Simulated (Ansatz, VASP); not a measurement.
# One calculation of I, two programs

```xyz
1
Lattice="0.0000 2.3656 3.9098 2.1922 0.0000 3.9098 2.1922 2.3656 0.0000" Properties=species:S:1:pos:R:3 pbc="T T T"
I     0.0000    0.0000    0.0000
```

Alike in both runs: task single point; functional PBE; k mesh 14 × 14 × 14; occupations fermi-dirac, width 0.03 eV; no spin polarisation.

|  | VASP | Ansatz |
| --- | --- | --- |
| version | VASP 6.6.1 | Ansatz 0.2.0 |
| potentials or method | VASP PAW PBE potentials, release 64 (I), cutoff 520 eV | all-electron LAPW, scalar-relativistic |

|  | VASP | Ansatz | Ansatz less VASP |
| --- | --- | --- | --- |
| pressure (GPa) | 0.5 | 0.5 | +0.04 |
| traceless stress, the component that is largest in VASP (GPa) | 0.42 | 0.38 | -0.041 |

Ansatz ran all-electron here, and VASP with PAW potentials.

Spin-orbit coupling is off throughout.
